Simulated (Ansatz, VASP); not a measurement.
W: VASP beside Ansatz

```
W
1.0
     0.00000    2.03761    2.03761
     2.03000    0.00761    2.03000
     2.03000    2.03000    0.00761
W
1
Direct
  0.00000 0.00000 0.00000
```

Change from the starting cell: strain +0.0075 x Voigt [0, 0, 0, 1, 0, 0], atoms carried along.

Alike in both runs: task single point; functional r2SCAN; k mesh 20 × 20 × 20; occupations gaussian, width 0.15 eV; no spin polarisation.

```csv
,VASP,Ansatz
version,VASP 6.6.1,Ansatz 0.2.0
potentials or method,"VASP PAW PBE potentials, release 64 (W_sv), cutoff 520 eV","scalar-relativistic, plane waves, PAW"
valence electrons in the cell,14,14
```

|  | VASP | Ansatz | Ansatz less VASP |
| --- | --- | --- | --- |
| gap on the k mesh at the Fermi level (eV) | none | none | - |
| pressure (GPa) | -7.8 | -8.8 | -0.99 |
| traceless stress, the component that is largest in VASP (GPa) | 1.77 | 1.74 | -0.031 |

VASP's potentials were made for PBE, not for r2SCAN. A gap of «none» marks a metal or a gap that the smearing closes. The functional is the same, so the differences come from potentials, cutoffs and numerics.

Spin-orbit coupling is off throughout.
